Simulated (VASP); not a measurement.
Set up this calculation in VASP 6.6.1, as the native input.

```
Task                   : single point
Functional             : LDA
Potentials or basis    : VASP PAW LDA potentials, release 64 (Ca_sv)
Cutoff                 : 520 eV
k mesh                 : 8 × 8 × 8
Occupations            : methfessel-paxton, width 0.05 eV
Spin                   : no spin polarisation
Dipole correction      : no
Further INCAR settings : ALGO = Normal; EDIFF = 1e-06; NBANDS = 11
```

The structure of Ca lies in POSCAR:

```
Ca
1.0
    0.0000000000      2.6627461772      2.6627461772
    2.6627461772      0.0000000000      2.6627461772
    2.6627461772      2.6627461772      0.0000000000
Ca
1
Direct
    0.0000000000      0.0000000000      0.0000000000
```

The input as run:

INCAR

```
SYSTEM = Ca
  ALGO = Normal
  EDIFF = 1E-6
  ENCUT = 520
  GGA = CA
  ISIF = 2
  ISMEAR = 1
  LASPH = .TRUE.
  LCHARG = .FALSE.
  LREAL = .FALSE.
  LWAVE = .FALSE.
  NBANDS = 11
  NELM = 80
  PREC = Accurate
  SIGMA = 0.05
```

KPOINTS

```
k-points
0
G
  8 8 8
  0 0 0
```

Potentials or basis: VASP PAW LDA potentials, release 64 (Ca_sv).

Command:

```sh
$ cat potpaw_LDA.64/Ca_sv/POTCAR > POTCAR
$ mpirun -np 1 vasp_std > vasp.out
```

Results of the run:

```json
{"Pressure": "0.0 GPa", "Band gap on the k mesh": "zero (bands 5 and 6 overlap by 0.12 eV)"}
```

Wall time 12 s on 1 thread of Intel Xeon 8259CL, with other jobs on the host, peak memory 0.14 GiB.
